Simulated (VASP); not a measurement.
B: single point with PBEsol-based global hybrid

Crystal: B.

```xyz
2
Lattice="1.6246 0.0000 0.0000 0.0000 2.8662 0.0000 0.0000 0.0000 3.9144" Properties=species:S:1:pos:R:3 pbc="T T T"
B     0.0000    1.4331    2.3849
B     0.8123    0.0000    1.5295
```

- Program: VASP 6.6.1
- Task: single point
- Functional: PBEsol-based global hybrid
- Potentials or basis: VASP PAW PBE potentials, release 64 (B)
- Cutoff: 520 eV
- k mesh: 8 × 5 × 4
- Occupations: fermi-dirac, width 0.05 eV
- Spin: no spin polarisation
- Dipole correction: no
- Grid for exact exchange (PRECFOCK): Normal
- Share of exact exchange: 0.25
- Further INCAR settings: ALGO = Normal; EDIFF = 1e-06; NBANDS = 10

| Property | Result |
| --- | --- |
| Pressure | -3.2 GPa |
| Largest force | 0.252 eV/Å |
| Band gap on the k mesh | zero (band 3 reaches 12.12 eV, above the bottom of band 4 at 0.20 eV) |

Forces in eV/Å, atoms in the order of the input:
```
B    0.000  0.000  0.252
B    0.000  0.000 -0.252
```

Stress tensor (GPa, compression positive):
```
-10.07   0.00   0.00
  0.00  -0.12   0.00
  0.00   0.00   0.70
```

Levels at points of the mesh, in eV from the Fermi level:
| k point | band 1 | band 2 | band 3 | band 4 | band 5 | band 6 | band 7 |
| --- | --- | --- | --- | --- | --- | --- | --- |
| (0.00, 0.00, 0.00) | -19.11 | -7.76 | -7.03 | -3.76 | 3.36 | 9.16 | 12.13 |
| (0.50, 0.00, 0.00) | -8.93 | -8.93 | 7.39 | 7.39 | 8.33 | 8.33 | 11.84 |
| (0.00, 0.00, 0.50) | -18.83 | -10.31 | -6.92 | 1.44 | 3.58 | 7.90 | 10.62 |
| (0.50, 0.00, 0.50) | -8.85 | -8.85 | 6.12 | 6.12 | 8.39 | 8.39 | 12.04 |

Wall time 6 min on 1 thread of AMD EPYC 7R43 64-Core Processor (Zen 3), with other jobs on the host, peak memory 0.09 GiB.

Caveat: the k points lie up to 0.48 Å⁻¹ apart; the PAW data sets were made with another functional, which shifts forces and pressure a little.
